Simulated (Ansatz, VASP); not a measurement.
## Fe2O3: VASP beside Ansatz

```
CELL_PARAMETERS angstrom
2.51900 1.45435 4.59067
-2.51900 1.45435 4.59067
0.00000 -2.90869 4.59067
ATOMIC_POSITIONS crystal
Fe 0.35530 0.35530 0.35530
Fe 0.14470 0.14470 0.14470
Fe 0.64470 0.64470 0.64470
Fe 0.85530 0.85530 0.85530
O 0.55590 0.94410 0.25000
O 0.25000 0.55590 0.94410
O 0.94410 0.25000 0.55590
O 0.44410 0.05590 0.75000
O 0.75000 0.44410 0.05590
O 0.05590 0.75000 0.44410
```

Alike in both runs: task single point; functional r2SCAN; k mesh 5 × 5 × 5; occupations fermi-dirac, width 0.05 eV; no spin polarisation.

|  | VASP | Ansatz |
| --- | --- | --- |
| version | VASP 6.6.1 | Ansatz 0.2.0 |
| potentials or method | VASP PAW PBE potentials, release 64 (Fe, O), cutoff 520 eV | PAW plane waves |
| valence electrons in the cell | 68 | 100 |

```tsv
	VASP	Ansatz	Ansatz less VASP
rms of the force components (eV/Å)	0.269	0.291	+0.0217
```

VASP's potentials were made for PBE, not for r2SCAN. Atom by atom the forces differ by 0.022 eV/Å (rms over components). The functional is the same, so the differences come from potentials, cutoffs and numerics. VASP's potentials hold 68 valence electrons a cell and Ansatz's 100, so a difference there can come from the potentials and not from the codes.
